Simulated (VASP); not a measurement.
BaF2, 3 atoms in the cell. It takes space group Fm-3m (No. 225, cubic). The conventional cell has a = 6.221 Å, b = 6.221 Å, c = 6.221 Å, α = 90.00°, β = 90.00°, γ = 90.00°. Ba (site symmetry m-3m) has 8 F at 2.69 Å within 3.6 Å. F (site symmetry -43m) has 4 Ba at 2.69 Å and 6 F at 3.11 Å within 3.6 Å.  This cell differs from its parent crystal: volume scaled by 1.01.

```yaml
Program: VASP 6.6.1
Task: single point
Functional: LDA
Potentials_or_basis: VASP PAW LDA potentials, release 64 (Ba_sv, F)
Cutoff: 600 eV
k_mesh: 8 × 8 × 8
Occupations: fermi-dirac, width 0.01 eV
Spin: no spin polarisation
Dipole_correction: no
Further_INCAR_settings: ALGO = Normal; EDIFF = 1e-06; NBANDS = 19
```

Potentials or basis: VASP PAW LDA potentials, release 64 (Ba_sv, F).

Run with:

```sh
$ cat potpaw_LDA.64/Ba_sv/POTCAR potpaw_LDA.64/F/POTCAR > POTCAR
$ mpirun -np 1 vasp_std > vasp.out
```

Hardware: 1 thread of Intel(R) Xeon(R) Platinum 8259CL CPU @ 2.50GHz (Skylake/Cascade Lake), on a shared host.

Q: Estimate the wall time of this run.

A: Wall time 42 s on 1 thread of Intel(R) Xeon(R) Platinum 8259CL CPU @ 2.50GHz (Skylake/Cascade Lake), with other jobs on the host, peak memory 0.19 GiB. Counts: scf iterations 13, k points 29.
